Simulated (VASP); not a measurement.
# ZnO (P6_3mc) in VASP: a series of runs, part 2 of 2

VASP 6.6.1. The steps go on from the part before.

## 3. Single point, PBE

This run uses another cell than the first one, of the same volume but with other edges.

Input file INCAR:

```
SYSTEM = ZnO
ALGO = Normal ; EDIFF = 1E-6
ENCUT = 520 ; GGA = PE
ISIF = 2 ; ISMEAR = 0
LASPH = .TRUE. ; LCHARG = .FALSE.
LREAL = .FALSE. ; LWAVE = .FALSE.
NBANDS = 26 ; NELM = 100
PREC = Accurate ; SIGMA = 0.05
```

Input file KPOINTS:

```
k-points
0
G
  12 12 6
  0 0 0
```

Input file POSCAR:

```
ZnO
1.0
    3.1477877712      0.0000000000      0.0000000000
   -1.5738938856      2.7260641756      0.0000000000
    0.0000000000      0.0000000000      5.5451809197
Zn O
2 2
Direct
    0.3333333333      0.6666666667      0.0000000000
    0.6666666667      0.3333333333      0.5000000000
    0.3333333333      0.6666666667      0.3821000000
    0.6666666667      0.3333333333      0.8821000000
```

Potentials or basis: VASP PAW PBE potentials, release 64 (Zn, O).

The run is started by

```console
cat potpaw_PBE.64/Zn/POTCAR potpaw_PBE.64/O/POTCAR > POTCAR
mpirun -np 1 vasp_std > vasp.out
```

OUTCAR:

```text
SYSTEM = ZnO
   EDIFF = 1E-6
   ENCUT = 520
   GGA = PE
   ISIF = 2
   ISMEAR = 0
   LASPH = .TRUE.
   LREAL = .FALSE.
   NELM = 100
   PREC = Accurate

 ion  position               nearest neighbor table
   1  0.333  0.667  0.000-   4 1.93   4 1.93   4 1.93   3 2.12
   2  0.667  0.333  0.500-   3 1.93   3 1.93   3 1.93   4 2.12
   3  0.333  0.667  0.382-   2 1.93   2 1.93   2 1.93   1 2.12
   4  0.667  0.333  0.882-   1 1.93   1 1.93   1 1.93   2 2.12

  LATTYP: Found a hexagonal cell.
 ALAT       =     3.1477877712
 C/A-ratio  =     1.7616120662

  Lattice vectors:

 A1 = (   3.1477877712,   0.0000000000,   0.0000000000)
 A2 = (  -1.5738938856,   2.7260641756,   0.0000000000)
 A3 = (   0.0000000000,   0.0000000000,   5.5451809197)

Analysis of symmetry for initial positions (statically):
=====================================================================
 Subroutine PRICEL returns:
 Original cell was already a primitive cell.

 Routine SETGRP: Setting up the symmetry group for a
 hexagonal supercell.
[... 167 lines left out ...]
  ---------------------------------------------------
  ext. energy  EPLUGINS =         0.00000000
  ---------------------------------------------------
  free energy    TOTEN  =       -17.63127493 eV

  energy without entropy =      -17.63127493  energy(sigma->0) =      -17.63127493

 E-fermi :   1.5594     XC(G=0): -10.9110

 val. band max:        1.3250442710   @ k =   0.0000   0.0000   0.0000
 cond. band min:       1.9383439290   @ k =   0.0000   0.0000   0.0000
 fundamental gap:      0.6132996580
 Fermi energy:         1.5594412758

 k-point     1 :       0.0000    0.0000    0.0000
  band No.  band energies     occupation
      1     -16.9278      2.00000
      2     -16.3492      2.00000
      3      -4.6189      2.00000
      4      -4.5861      2.00000
      5      -4.5861      2.00000
      6      -4.4668      2.00000
[... 685 lines left out ...]
     25      15.1189      0.00000
     26      15.7840      0.00000

 [... further k-points ...]
[... 5 lines left out ...]
  --------------------------------------------------------------------------------------
  -------------------------------------------------------------------------------------
  Total        4.3721457      4.3721457     -1.5152288      0.0000000      0.0000000      0.0000000
  in kB      147.2136122    147.2136122    -51.0189563      0.0000000      0.0000000      0.0000000
  external PRESSURE =      81.1360894 kB  Pullay stress =       0.0000000 kB

 VOLUME and BASIS-vectors are now :
 -----------------------------------------------------------------------------
  energy-cutoff  :      520.00
  volume of cell :       47.58
      direct lattice vectors                 reciprocal lattice vectors
     3.147787771  0.000000000  0.000000000     0.317683425  0.183414611  0.000000000
    -1.573893886  2.726064176  0.000000000     0.000000000  0.366829222  0.000000000
     0.000000000  0.000000000  5.545180920     0.000000000  0.000000000  0.180336767

 POSITION                                       TOTAL-FORCE (eV/Angst)
 -----------------------------------------------------------------------------------
     -0.00000      1.81738      0.00000         0.000000      0.000000      0.692296
      1.57389      0.90869      2.77259        -0.000000     -0.000000      0.692296
     -0.00000      1.81738      2.11881        -0.000000      0.000000     -0.692296
      1.57389      0.90869      4.89140         0.000000      0.000000     -0.692296
 -----------------------------------------------------------------------------------
    total drift:                                0.000001      0.000001      0.000487

  FREE ENERGIE OF THE ION-ELECTRON SYSTEM (eV)
  ---------------------------------------------------
  free  energy   TOTEN  =       -17.6312749310 eV

  energy  without entropy=      -17.6312749310  energy(sigma->0) =      -17.63127493
```

OSZICAR:

```text
N       E                     dE             d eps       ncg     rms          rms(c)
DAV:   1     0.297130524400E+03    0.29713E+03   -0.18193E+04  3992   0.202E+03
DAV:   2     0.115312563258E+02   -0.28560E+03   -0.26731E+03  4128   0.412E+02
DAV:   3    -0.203074999170E+02   -0.31839E+02   -0.31433E+02  4368   0.140E+02
DAV:   4    -0.209374202758E+02   -0.62992E+00   -0.62845E+00  4356   0.201E+01
DAV:   5    -0.209405272972E+02   -0.31070E-02   -0.31068E-02  4372   0.146E+00    0.152E+01
DAV:   6    -0.174570512355E+02    0.34835E+01   -0.68405E+00  6258   0.624E+01    0.936E+00
DAV:   7    -0.176707817763E+02   -0.21373E+00   -0.30038E+00  4066   0.171E+01    0.556E+00
DAV:   8    -0.176818201092E+02   -0.11038E-01   -0.52927E-01  5926   0.766E+00    0.168E+00
DAV:   9    -0.176283001801E+02    0.53520E-01   -0.11061E-01  5870   0.654E+00    0.302E-01
DAV:  10    -0.176311692849E+02   -0.28691E-02   -0.39289E-02  4012   0.135E+00    0.132E-01
DAV:  11    -0.176312348515E+02   -0.65567E-04   -0.54525E-04  4244   0.233E-01    0.308E-02
DAV:  12    -0.176312718342E+02   -0.36983E-04   -0.82526E-05  4610   0.230E-01    0.193E-02
DAV:  13    -0.176312811246E+02   -0.92903E-05   -0.20674E-05  4816   0.989E-02    0.210E-02
DAV:  14    -0.176312749692E+02    0.61554E-05   -0.14110E-05  5380   0.454E-02    0.235E-03
DAV:  15    -0.176312749310E+02    0.38148E-07   -0.32125E-06  3912   0.154E-02
   1 F= -.17631275E+02 E0= -.17631275E+02  d E =-.186549E-13
```

stdout:

```text
POSCAR found type information on POSCAR ZnO
 POSCAR found :  2 types and       4 ions
 scaLAPACK will be used
 LDA part: xc-table for (Slater+PW92), standard interpolation
 POSCAR, INCAR and KPOINTS ok, starting setup
 FFT: planning ... GRIDC
 FFT: planning ... GRID_SOFT
 FFT: planning ... GRID
 WAVECAR not read
 entering main loop
```

Wall time 3.4 min (1 thread of AMD EPYC 7R43 (Zen 3), shared host); peak memory 0.18 GiB.

What came out:

| Property | Result |
| --- | --- |
| Free energy | -17.6313 eV |
| Pressure | 8.1 GPa |
| Largest force | 0.692 eV/Å |
| Band gap on the k mesh | 0.61 eV, direct |

Forces in eV/Å, atoms in the order of the input:
```
Zn   0.000  0.000  0.692
Zn   0.000  0.000  0.692
O    0.000  0.000 -0.692
O    0.000  0.000 -0.692
```

Levels at points of the mesh, in eV from the valence-band top:
| k point | band 15 | band 16 | band 17 | band 18 | band 19 | band 20 | band 21 | band 22 |
| --- | --- | --- | --- | --- | --- | --- | --- | --- |
| (0.00, 0.00, 0.00) | -0.57 | -0.39 | 0.00 | 0.00 | 0.61 | 5.35 | 7.35 | 12.34 |
| (0.50, 0.00, 0.00) | -2.85 | -2.05 | -1.45 | -1.00 | 5.74 | 6.86 | 6.96 | 8.72 |
| (0.00, 0.00, 0.50) | -0.29 | -0.29 | -0.29 | -0.29 | 3.23 | 3.23 | 9.37 | 9.37 |
| (0.50, 0.00, 0.50) | -1.69 | -1.69 | -1.51 | -1.51 | 5.46 | 5.46 | 8.38 | 8.38 |
